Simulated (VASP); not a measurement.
Runs of VASP 6.6.1 on AlCl. The structure is that of space group Pmmn (No. 59), or close to it. The cells are those of the table. 

```tsv
task	cell	k mesh	cutoff (eV)	gap on the mesh (eV)	pressure (GPa)	relaxed volume (Å³/atom)	largest force (eV/Å)
relaxation of cell and atoms	relaxed from a = 3.398, b = 3.734, c = 8.652 Å, 4 atoms	6 × 6 × 2	600	none	0.0	27.30	0.04
relaxation of cell and atoms	relaxed from a = 3.303, b = 3.906, c = 8.592 Å, 4 atoms	6 × 4 × 2	600	none	-0.1	27.40	0.03
single point	a = 3.303, b = 3.906, c = 8.592 Å, 4 atoms	4 × 4 × 4	520	none	0.0	-	0.04
single point	a = 3.398, b = 3.734, c = 8.652 Å, 4 atoms	6 × 4 × 2	520	none	(a)	-	0.06
```

Alike in all rows: level PBE; potentials or basis VASP PAW PBE potentials, release 64 (Al, Cl); no spin polarisation; smearing gaussian 0.1 eV.

Question: Estimate the missing entries.

Answer: (a) -0.3.

Caveats: all runs use coarse meshes; this functional lacks dispersion, which binds the layers, so the pressure and a relaxed spacing across them are unreliable.

A gap of «none» marks levels without a gap at the run's occupations.
